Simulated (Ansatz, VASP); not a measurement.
**One calculation of P, two programs**

File INCAR:

```
  PREC = Accurate
  ENCUT = 520
  EDIFF = 1E-6
  ISMEAR = 0
  SIGMA = 0.15
  LREAL = False
  LASPH = True
  NELM = 60
  ALGO = Normal
  ISIF = 2
  LWAVE = False
  LCHARG = False
  GGA = CA
  NBANDS = 12
```

File KPOINTS:

```
regular mesh
0
Gamma
  18 18 18
```

Contents of POSCAR:

```
P
1.0
    1.8589810945      1.0732832353      2.6970764747
   -1.8589810945      1.0732832353      2.6970764747
    0.0000000000     -2.1465664706      2.6970764747
P
2
Direct
    0.2270802500      0.2270802500      0.2270802500
    0.7729197500      0.7729197500      0.7729197500
```

Input for Ansatz:

```yaml
crystal:
  lattice:
    - [1.8589810945, 1.0732832353, 2.6970764747]
    - [-1.8589810945, 1.0732832353, 2.6970764747]
    - [0.0, -2.1465664706, 2.6970764747]
  atoms:
    - { symbol: P, position: [0.22708025, 0.22708025, 0.22708025] }
    - { symbol: P, position: [0.77291975, 0.77291975, 0.77291975] }
basis:
  ecutwfc: 420
kpoints:
  mp_grid: { grid: [18, 18, 18] }
hamiltonian:
  xc: lda
scf:
  occupations: { method: gaussian, width: 0.15 }
output:
  forces: true
  stress: true
  eigenvalues: true
```

Alike in both runs: task single point; functional LDA; k mesh 18 × 18 × 18; occupations gaussian, width 0.15 eV; no spin polarisation.

```csv
,VASP,Ansatz
version,VASP 6.6.1,Ansatz 0.2.0
potentials or method,"VASP PAW LDA potentials, release 64 (P), cutoff 520 eV","scalar-relativistic, plane waves, PAW"
valence electrons in the cell,10,10
```

Ansatz gave:

```
gap on the k mesh at the Fermi level (eV)                     : none
pressure (GPa)                                                : -8.1
traceless stress, the component that is largest in VASP (GPa) : 12.26
rms of the force components (eV/Å)                            : 0.324
```

Problem. Estimate VASP's values.

Solution. gap on the k mesh at the Fermi level (eV): none; pressure (GPa): -8.3; traceless stress, the component that is largest in VASP (GPa): 12.39; rms of the force components (eV/Å): 0.314.

LDA's correlation is that of Perdew and Zunger in VASP and of Perdew and Wang (1992) in Ansatz. Atom by atom the forces differ by 0.010 eV/Å (rms over components). A gap of «none» marks a metal or a gap that the smearing closes.
